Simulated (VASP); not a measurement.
Input of a VASP 6.6.1 run:

The input INCAR:

```
PREC = Accurate
ENCUT = 750
EDIFF = 1E-6
ISMEAR = 0
SIGMA = 0.01
LREAL = F
LASPH = T
NELM = 120
ALGO = Normal
ISIF = 2
LWAVE = F
LCHARG = F
GGA = PE
NBANDS = 13
GGA_COMPAT = F
```

Contents of KPOINTS:

```
regular mesh
0
Gamma
  8 8 8
```

The input POSCAR:

```
Li2Se
1.0
    0.0000000000      2.9935210577      2.9935210577
    2.9935210577      0.0000000000      2.9935210577
    2.9935210577      2.9935210577      0.0000000000
Se Li
1 2
Direct
    0.0000000000      0.0000000000      0.0000000000
    0.2500000000      0.2500000000      0.2500000000
    0.7500000000      0.7500000000      0.7500000000
```

Potentials or basis: VASP PAW PBE potentials, release 64 (Se, Li_sv).

Run with:

```bash
$ cat potpaw_PBE.64/Se/POTCAR potpaw_PBE.64/Li_sv/POTCAR > POTCAR
$ mpirun -np 1 vasp_std > vasp.out
```

**Question.** Estimate the band gap on the k mesh.

**Answer.** 2.97 eV (least direct gap 3.42 eV).

**Question.** Predict the pressure.

**Answer.** 0.3 GPa.

Caveat: the structure was generated, so it needn't be the stable form of Li2Se. A k mesh can miss the band edges.
